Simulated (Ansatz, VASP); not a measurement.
ZrNb2C3: VASP beside Ansatz

```
CELL_PARAMETERS angstrom
6.24166 0.00000 0.00000
-3.12083 5.40544 0.00000
0.00000 0.00000 5.55044
ATOMIC_POSITIONS crystal
Zr 0.33333 0.66667 0.50000
Nb 0.00000 0.00000 0.74201
Nb 0.00000 0.00000 0.25799
C 0.13961 0.86039 0.50000
C 0.13961 0.27922 0.50000
C 0.72078 0.86039 0.50000
```

Alike in both runs: functional PBE; k mesh 6 × 6 × 4; occupations gaussian, width 0.1 eV; no spin polarisation.

Ansatz relaxed the structure, and its values are those at the end. VASP's run is a single point on that final structure, the one shown.

```csv
,VASP,Ansatz
version,VASP 6.6.1,Ansatz 0.2.0
potentials or method,"VASP PAW PBE potentials, release 64 (Zr_sv, Nb_sv, C), cutoff 520 eV","scalar-relativistic, plane waves, PAW"
valence electrons in the cell,50,50
```

```tsv
	VASP	Ansatz	Ansatz less VASP
gap on the k mesh at the Fermi level (eV)	none	none	-
pressure (GPa)	-0.1	-0.1	+0.07
rms of the force components (eV/Å)	0.023	0.004	-0.0188
```

A gap of «none» marks a metal or a gap that the smearing closes.
